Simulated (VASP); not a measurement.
InAs (dlda): single point with LDA

Crystal: InAs (dlda).

```xyz
2
Lattice="0.0000 3.0536 3.0536 3.0536 0.0000 3.0536 3.0536 3.0536 0.0000" Properties=species:S:1:pos:R:3 pbc="T T T"
In    1.5268    1.5268    1.5268
As    0.0000    0.0000    0.0000
```

- Program: VASP 6.6.1
- Task: single point
- Functional: LDA
- Potentials or basis: VASP PAW LDA potentials, release 64 (In_d, As)
- Cutoff: 520 eV
- k mesh: 6 × 6 × 6
- Occupations: gaussian, width 0.1 eV
- Spin: no spin polarisation

```yaml
Pressure: -2.0 GPa
Band_gap_on_the_k_mesh: zero (filled and empty bands touch)
```

Levels at points of the mesh, in eV from the Fermi level:
| k point | band 6 | band 7 | band 8 | band 9 | band 10 | band 11 | band 12 | band 13 |
| --- | --- | --- | --- | --- | --- | --- | --- | --- |
| (0.00, 0.00, 0.00) | -11.76 | -0.58 | -0.03 | -0.03 | -0.03 | 3.77 | 3.77 | 3.77 |
| (0.50, 0.00, 0.00) | -10.37 | -5.73 | -0.99 | -0.99 | 0.71 | 4.55 | 4.55 | 6.61 |
| (0.50, 0.50, 0.00) | -9.85 | -5.83 | -2.28 | -2.28 | 1.43 | 1.91 | 8.78 | 8.89 |

It took 9.8 s on 1 thread of Intel(R) Xeon(R) Platinum 8259CL CPU @ 2.50GHz (Skylake/Cascade Lake), on a shared host, peak memory 0.16 GiB.

Caveat: spin-orbit coupling is left out, which moves the levels of the heavy elements.
